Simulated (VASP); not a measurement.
# Si2B3 (Cm) in VASP: single point with PBE

Aim: the single point of Si2B3 with PBE.

Everything below comes from runs of VASP 6.6.1. Logs are shortened: lines on timing, memory, paths and dates and some standing lists are left out, and cuts for length are marked.

### 1 The cell of the first run

The structure is monoclinic, space group Cm (No. 8). The conventional cell has a = 6.081 Å, b = 3.137 Å, c = 5.605 Å, α = 90.00°, β = 98.71°, γ = 90.00°. Si (site symmetry m) has 7 B at 1.95 to 2.43 Å within 2.6 Å. Within 2.7 Å of Si (site symmetry m) lie 5 B at 2.01 to 2.17 Å. Within 2.4 Å of B (site symmetry m) lie 2 B at 1.83 Å and 3 Si at 2.05 to 2.17 Å. B (site symmetry m) has 3 B at 1.81 to 1.83 Å and 4 Si at 2.07 to 2.38 Å within 2.4 Å. Within 2.4 Å of B (site symmetry m) lie 1 B at 1.81 Å and 4 Si at 1.95 to 2.14 Å.

### 2 Single point, PBE

Contents of INCAR:

```
SYSTEM = Si2B3
  PREC = Accurate
  ENCUT = 500
  EDIFF = 1E-6
  ISMEAR = 0
  SIGMA = 0.2
  LREAL = .FALSE.
  LASPH = .TRUE.
  NELM = 120
  ALGO = Normal
  ISIF = 2
  LWAVE = .FALSE.
  LCHARG = .FALSE.
  GGA = PE
  NBANDS = 28
  GGA_COMPAT = .FALSE.
```

Contents of KPOINTS:

```
Automatic mesh
0
G
  8 8 2
  0 0 0
```

Contents of POSCAR:

```
Si2B3
1.0
    0.0000000000     -3.1370982312      0.0000000000
   -3.0403178171      1.5685491156     -0.0176362749
    1.7611770568      0.0000000000    -11.0712813394
Si B
4 6
Direct
    0.9327444151      0.8654888302      0.8348880087
    0.9327444151      0.8654888302      0.3348880087
    0.1133798913      0.2267597826      0.6059899619
    0.1133798913      0.2267597826      0.1059899619
    0.7883468158      0.5766936316      0.5250881973
    0.7883468158      0.5766936316      0.0250881973
    0.2416772173      0.4833544346      0.9410888855
    0.2416772173      0.4833544346      0.4410888855
    0.2548516504      0.5097033008      0.7804454666
    0.2548516504      0.5097033008      0.2804454666
```

Potentials or basis: VASP PAW PBE potentials, release 64 (Si, B).

Run with:

```bash
> cat potpaw_PBE.64/Si/POTCAR potpaw_PBE.64/B/POTCAR > POTCAR
> mpirun -np 1 vasp_std > vasp.out
```

OUTCAR:

```text
SYSTEM = Si2B3
   PREC = Accurate
   ENCUT = 500
   EDIFF = 1E-6
   ISMEAR = 0
   LREAL = .FALSE.
   LASPH = .TRUE.
   NELM = 120
   ISIF = 2
   GGA = PE

 ion  position               nearest neighbor table
   1  0.933  0.865  0.835-   9 1.95   9 1.95   7 2.07   9 2.14   7 2.38   7 2.38   6 2.43   3 2.94
                             4 3.07
   2  0.933  0.865  0.335-  10 1.95  10 1.95   8 2.07  10 2.14   8 2.38   8 2.38   5 2.43   4 2.94
                             3 3.07
   3  0.113  0.227  0.606-   9 2.01   5 2.05   8 2.11   5 2.17   5 2.17   1 2.94   2 3.07
   4  0.113  0.227  0.106-  10 2.01   6 2.05   7 2.11   6 2.17   6 2.17   2 2.94   1 3.07
   5  0.788  0.577  0.525-   8 1.83   8 1.83   3 2.05   3 2.17   3 2.17   2 2.43
   6  0.788  0.577  0.025-   7 1.83   7 1.83   4 2.05   4 2.17   4 2.17   1 2.43
   7  0.242  0.483  0.941-   9 1.81   6 1.83   6 1.83   1 2.07   4 2.11   1 2.38   1 2.38
   8  0.242  0.483  0.441-  10 1.81   5 1.83   5 1.83   2 2.07   3 2.11   2 2.38   2 2.38
   9  0.255  0.510  0.780-   7 1.81   1 1.95   1 1.95   3 2.01   1 2.14
  10  0.255  0.510  0.280-   8 1.81   2 1.95   2 1.95   4 2.01   2 2.14

  LATTYP: Found a base centered monoclinic cell.
 ALAT       =     6.0807379378
 B/A-ratio  =     0.5159074874
 C/A-ratio  =     1.8436063109
 COS(beta)  =    -0.1513695387

  Lattice vectors:

 A1 = (  -3.0403178171,  -1.5685491156,  -0.0176362749)
 A2 = (  -3.0403178171,   1.5685491156,  -0.0176362749)
 A3 = (   1.7611770568,   0.0000000000, -11.0712813394)

Analysis of symmetry for initial positions (statically):
=====================================================================
 Subroutine PRICEL returns following result:

  LATTYP: Found a base centered monoclinic cell.
 ALAT       =     6.0807379378
 B/A-ratio  =     0.5159074874
 C/A-ratio  =     0.9218031554
 COS(beta)  =    -0.1513695387

  Lattice vectors:

 A1 = (  -3.0403178171,  -1.5685491156,  -0.0176362749)
 A2 = (  -3.0403178171,   1.5685491156,  -0.0176362749)
 A3 = (   0.8805885284,   0.0000000000,  -5.5356406697)

   2 primitive cells build up your supercell.

 Routine SETGRP: Setting up the symmetry group for a
 base centered monoclinic supercell.

 Subroutine GETGRP returns: Found  2 space group operations
 (whereof  2 operations were pure point group operations)
 out of a pool of  4 trial point group operations.

The static configuration has the point symmetry C_1h.

Analysis of symmetry for dynamics (positions and initial velocities):
=====================================================================
 Subroutine PRICEL returns following result:

  LATTYP: Found a base centered monoclinic cell.
 ALAT       =     6.0807379378
 B/A-ratio  =     0.5159074874
 C/A-ratio  =     0.9218031554
 COS(beta)  =    -0.1513695387

  Lattice vectors:

 A1 = (  -3.0403178171,  -1.5685491156,  -0.0176362749)
 A2 = (  -3.0403178171,   1.5685491156,  -0.0176362749)
 A3 = (   0.8805885284,   0.0000000000,  -5.5356406697)

   2 primitive cells build up your supercell.

 Routine SETGRP: Setting up the symmetry group for a
 base centered monoclinic supercell.

 Subroutine GETGRP returns: Found  2 space group operations
 (whereof  2 operations were pure point group operations)
 out of a pool of  4 trial point group operations.

The dynamic configuration has the point symmetry C_1h.

 Subroutine INISYM returns: Found  2 space group operations
 (whereof  2 operations are pure point group operations),
 and found     2 'primitive' translations

----------------------------------------------------------------------------------------

                                     Primitive cell

  volume of cell :      52.8464

  direct lattice vectors                    reciprocal lattice vectors
    -3.040317817 -1.568549116 -0.017636275    -0.164304876 -0.318765919 -0.026136991
    -3.040317817  1.568549116 -0.017636275    -0.164304876  0.318765919 -0.026136991
     0.880588528  0.000000000 -5.535640670     0.001046934  0.000000000 -0.180481021

  length of vectors
     3.421138669  3.421138669  5.605243418     0.359570501  0.359570501  0.180484058

  position of ions in fractional coordinates (direct lattice)
     0.932744415  0.932744415  0.669776017
     0.113379891  0.113379891  0.211979924
     0.788346816  0.788346816  0.050176395
     0.241677217  0.241677217  0.882177771
     0.254851650  0.254851650  0.560890933

  ion indices of the primitive-cell ions
   primitive index   ion index
                 1           1
                 2           3
                 3           6
                 4           7
                 5           9

----------------------------------------------------------------------------------------

 KPOINTS: Automatic mesh

Automatic generation of k-mesh.
 Grid dimensions read from file:
 generate k-points for:    8    8    2

 Generating k-lattice:

  Cartesian coordinates                     Fractional coordinates (reciprocal lattice)
    -0.020538109 -0.039845740 -0.003267124     0.125000000 -0.000000000  0.000000000
    -0.041076219  0.000000000 -0.006534248     0.000000000  0.125000000  0.000000000
     0.000261734  0.000000000 -0.045120255     0.000000000  0.000000000  0.500000000

  Length of vectors
     0.044946313  0.041592694  0.045121014

  Shift w.r.t. Gamma in fractional coordinates (k-lattice)
     0.000000000  0.000000000  0.000000000

 Subroutine IBZKPT returns following result:
 ===========================================

 Found     42 irreducible k-points:

 Following reciprocal coordinates:
            Coordinates               Weight
  0.000000  0.000000  0.000000      1.000000
  0.125000 -0.000000 -0.000000      4.000000
  0.250000 -0.000000 -0.000000      4.000000
  0.375000 -0.000000 -0.000000      4.000000
  0.500000 -0.000000 -0.000000      2.000000
  0.000000  0.125000  0.000000      2.000000
[... 16 lines left out ...]
  0.125000 -0.000000  0.500000      4.000000
  0.250000 -0.000000  0.500000      4.000000
 [... further k-points ...]
   k-points           NKPTS =     42   k-points in BZ     NKDIM =     42   number of bands    NBANDS=     28
   number of dos      NEDOS =    301   number of ions     NIONS =     10
   total plane-waves  NPLWV =  56448
   dimension x,y,z NGX =    24 NGY =   28 NGZ =   84
   dimension x,y,z NGXF=    48 NGYF=   56 NGZF=  168
   ions per type =               4   6
   NGX,Y,Z   is equivalent  to a cutoff of  12.72, 13.61, 12.46 a.u.
   NGXF,Y,Z  is equivalent  to a cutoff of  25.44, 27.21, 24.91 a.u.
 SYSTEM =  Si2B3
   PREC   = accura    normal or accurate (medium, high low for compatibility)
   ISTART =      0    job   : 0-new  1-cont  2-samecut
   ICHARG =      2    charge: 1-file 2-atom 10-const
   ISPIN  =      1    spin polarized calculation?
   LNONCOLLINEAR =      F non collinear calculations
   LSORBIT =      F    spin-orbit coupling
   LASPH  =      T    aspherical Exc in radial PAW
   ENCUT  =  500.0 eV  36.75 Ry    6.06 a.u.   5.72  6.24 20.44*2*pi/ulx,y,z
   NELM   =    120;   NELMIN=  2; NELMDL= -5     # of ELM steps
   EDIFF  = 0.1E-05   stopping-criterion for ELM
   LREAL  =      F    real-space projection
   EDIFFG = 0.1E-04   stopping-criterion for IOM
   NSW    =      0    number of steps for IOM
   IBRION =     -1    ionic relax: 0-MD 1-quasi-New 2-CG
   NFREE  =      0    steps in history (QN), initial steepest desc. (CG)
   ISIF   =      2    stress and relaxation
   ISYM   =      2    0-nonsym 1-usesym 2-fastsym
   POTIM  = 0.5000    time-step for ionic-motion
   TEBEG  =    0.0;   TEEND  =   0.0 temperature during run
   PSTRESS=    0.0 pullay stress
   NELECT =      34.0000    total number of electrons
   NUPDOWN=      -1.0000    fix difference up-down
   EMIN   =  10.00;   EMAX   =-10.00  energy-range for DOS
   EFERMI =   0.00;   METHOD = LEGACY
   ISMEAR =     0;   SIGMA  =   0.20  broadening in eV -4-tet -1-fermi 0-gaus
   EFERMI_NEDOS =   21; number of points for ismear=-14 and -15
   IALGO  =     38    algorithm
   IMIX   =      4    mixing-type and parameters
     AMIX     =   0.40;   BMIX     =  1.00
     AMIX_MAG =   1.60;   BMIX_MAG =  1.00
  volume/ion in A,a.u.               =      10.57        71.33
  Fermi-wavevector in a.u.,A,eV,Ry     =   1.121724  2.119751 17.119726  1.258264
  Thomas-Fermi vector in A             =   2.258379
   LORBIT       =      0    0 simple, 1 ext, 2 COOP (PROOUT), +10 PAW based schemes
   GGA     = PE    functional components
   LHFCALC =     F    Hartree Fock is set to
   AEXX    =    0.0000 exact exchange contribution
   IVDW    =     0    specifies the selected vdW correction
   LEPSILON=     F    determine dielectric tensor
   LRPA    =     F    only Hartree local field effects (RPA)
 non-spin polarized calculation
 Gauss-broadening in eV      SIGMA  =   0.20
  energy-cutoff  :      500.00
  volume of cell :      105.69
 maximum number of plane-waves:      2701
   NGX = 11   NGY = 13   NGZ = 41

 number of electron      34.0000000 magnetization

 Free energy of the ion-electron system (eV)
  ---------------------------------------------------
  ext. energy  EPLUGINS =         0.00000000
  ---------------------------------------------------
  free energy    TOTEN  =       -58.18491791 eV

  energy without entropy =      -58.12728453  energy(sigma->0) =      -58.15610122

 E-fermi :   7.7723     XC(G=0): -11.0950

 val. band max:        7.7406888047   @ k =   0.0000   0.0000   0.0000
 cond. band min:       7.7791168519   @ k =   0.0000   0.2500   0.0000
 fundamental gap:      0.0384280473
 Fermi energy:         7.7722749277

 k-point     1 :       0.0000    0.0000    0.0000
  band No.  band energies     occupation
      1      -7.0344      2.00000
      2      -6.5516      2.00000
      3      -5.0912      2.00000
      4      -3.3658      2.00000
      5      -1.5191      2.00000
      6       2.0376      2.00000
[... 20 lines left out ...]
     27      12.9109      0.00000
[... 691 lines left out ...]
      6       1.0716      2.00000
[... 20 lines left out ...]
     27      13.7879      0.00000
     28      14.2572      0.00000

 [... further k-points ...]

------------------------ aborting loop because EDIFF is reached ----------------------------------------

  FORCE on cell =-STRESS in cart. coord.  units (eV):
  Direction    XX          YY          ZZ          XY          YZ          ZX
  --------------------------------------------------------------------------------------
  -------------------------------------------------------------------------------------
  Total        0.2171297     -0.1115659      0.0054143      0.0000000      0.0000000     -0.1715689
  in kB        3.2914272     -1.6912054      0.0820742      0.0000000      0.0000000     -2.6007792
  external PRESSURE =       0.5607653 kB  Pullay stress =       0.0000000 kB

 VOLUME and BASIS-vectors are now :
 -----------------------------------------------------------------------------
  energy-cutoff  :      500.00
  volume of cell :      105.69
      direct lattice vectors                 reciprocal lattice vectors
     0.000000000 -3.137098231  0.000000000    -0.164304876 -0.318765919 -0.026136991
    -3.040317817  1.568549116 -0.017636275    -0.328609751  0.000000000 -0.052273981
     1.761177057  0.000000000-11.071281339     0.000523467  0.000000000 -0.090240511

 POSITION                                       TOTAL-FORCE (eV/Angst)
 -----------------------------------------------------------------------------------
     -1.16098     -1.56855     -9.25854        -0.064947      0.000000     -0.033914
     -2.04156     -1.56855     -3.72290        -0.064947      0.000000     -0.033914
      0.37783      0.00000     -6.71308         0.020701     -0.000000      0.020832
     -0.50275      0.00000     -1.17744         0.020701     -0.000000      0.020832
     -0.82856     -1.56855     -5.82357        -0.042004     -0.000000     -0.008953
     -1.70915     -1.56855     -0.28793        -0.042004     -0.000000     -0.008953
      0.18787      0.00000    -10.42758         0.067748      0.000000     -0.015154
     -0.69272      0.00000     -4.89194         0.067748      0.000000     -0.015154
     -0.17516      0.00000     -8.64952         0.018502     -0.000000      0.037189
     -1.05575      0.00000     -3.11388         0.018502     -0.000000      0.037189
 -----------------------------------------------------------------------------------
    total drift:                               -0.000163      0.000002     -0.000109

  FREE ENERGIE OF THE ION-ELECTRON SYSTEM (eV)
  ---------------------------------------------------
  free  energy   TOTEN  =       -58.1849179075 eV

  energy  without entropy=      -58.1272845273  energy(sigma->0) =      -58.15610122
```

Wall time 51 s (1 thread of Intel Xeon 6975P-C (Granite Rapids), shared host); peak memory 0.26 GiB.

What came out:

```yaml
Free_energy: -58.1849 eV
Pressure: 0.1 GPa
Largest_force: 0.073 eV/Å
Band_gap_on_the_k_mesh: zero (band 17 reaches 8.85 eV, above the bottom of band 18 at 6.98 eV)
```

Forces on the atoms (eV/Å):
```
Si  -0.065  0.000 -0.034
Si  -0.065  0.000 -0.034
Si   0.021  0.000  0.021
Si   0.021  0.000  0.021
B   -0.042  0.000 -0.009
B   -0.042  0.000 -0.009
B    0.068  0.000 -0.015
B    0.068  0.000 -0.015
B    0.019  0.000  0.037
B    0.019  0.000  0.037
```

Levels at points of the mesh, in eV from the Fermi level:
| k point | band 15 | band 16 | band 17 | band 18 | band 19 | band 20 |
| --- | --- | --- | --- | --- | --- | --- |
| (0.00, 0.00, 0.00) | -0.03 | 0.42 | 0.50 | 0.56 | 2.48 | 3.08 |
| (0.50, 0.00, 0.00) | -2.82 | -2.01 | -0.85 | -0.70 | 0.47 | 1.37 |
| (0.00, 0.50, 0.00) | -1.38 | -0.74 | -0.44 | 0.55 | 1.75 | 1.82 |
| (0.00, 0.00, 0.50) | 0.25 | 0.25 | 0.54 | 0.54 | 3.19 | 3.19 |
| (0.50, 0.00, 0.50) | -2.80 | -2.80 | -0.78 | -0.78 | 1.41 | 1.41 |
| (0.00, 0.50, 0.50) | -0.94 | -0.94 | -0.79 | -0.79 | 1.90 | 1.90 |
